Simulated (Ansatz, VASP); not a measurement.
SrCl2: VASP beside Ansatz

```xyz
3
Lattice="0.0000 3.5194 3.5194 3.5194 0.0000 3.5194 3.5194 3.5194 0.0000" Properties=species:S:1:pos:R:3 pbc="T T T"
Sr    0.0000    0.0000    0.0000
Cl    5.2791    5.2791    5.2791
Cl    1.7597    1.7597    1.7597
```

Alike in both runs: functional PBE; k mesh 6 × 6 × 6; occupations gaussian, width 0.02 eV; no spin polarisation.

Ansatz relaxed the structure, and its values are those at the end. VASP's run is a single point on that final structure, the one shown.

|  | VASP | Ansatz |
| --- | --- | --- |
| version | VASP 6.6.1 | Ansatz 0.2.0 |
| potentials or method | VASP PAW PBE potentials, release 64 (Sr_sv, Cl), cutoff 520 eV | scalar-relativistic, plane waves, PAW |
| valence electrons in the cell | 24 | 24 |

Ansatz gave:

- gap on the k mesh at the Fermi level (eV): 5.24
- least direct gap on the mesh (eV): 5.52
- pressure (GPa): 0.0

**Question.** What did VASP give for the same quantities?

**Answer.** gap on the k mesh at the Fermi level (eV): 5.24; least direct gap on the mesh (eV): 5.52; pressure (GPa): 0.1.
